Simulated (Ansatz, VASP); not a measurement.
# Two plane-wave programs on Zn

```
CELL_PARAMETERS angstrom
0.00000 2.90890 2.90890
2.90890 0.00000 2.90890
2.90890 2.90890 0.00000
ATOMIC_POSITIONS crystal
Zn 0.00000 0.00000 0.00000
Zn 0.25000 0.25000 0.25000
```

Alike in both runs: functional PBE; k mesh 11 × 11 × 11; occupations fermi-dirac, width 0.05 eV; no spin polarisation.

Ansatz relaxed the structure, and its values are those at the end. VASP's run is a single point on that final structure, the one shown.

|  | VASP | Ansatz |
| --- | --- | --- |
| version | VASP 6.6.1 | Ansatz 0.2.0 |
| potentials or method | VASP PAW PBE potentials, release 64 (Zn) | PAW with Ansatz's default frozen-core files, scalar-relativistic |
| plane-wave cutoff (eV) | 520 | 420 |
| valence electrons in the cell | 24 | 24 |

|  | VASP | Ansatz | Ansatz less VASP |
| --- | --- | --- | --- |
| pressure (GPa) | 0.1 | 0.0 | -0.12 |
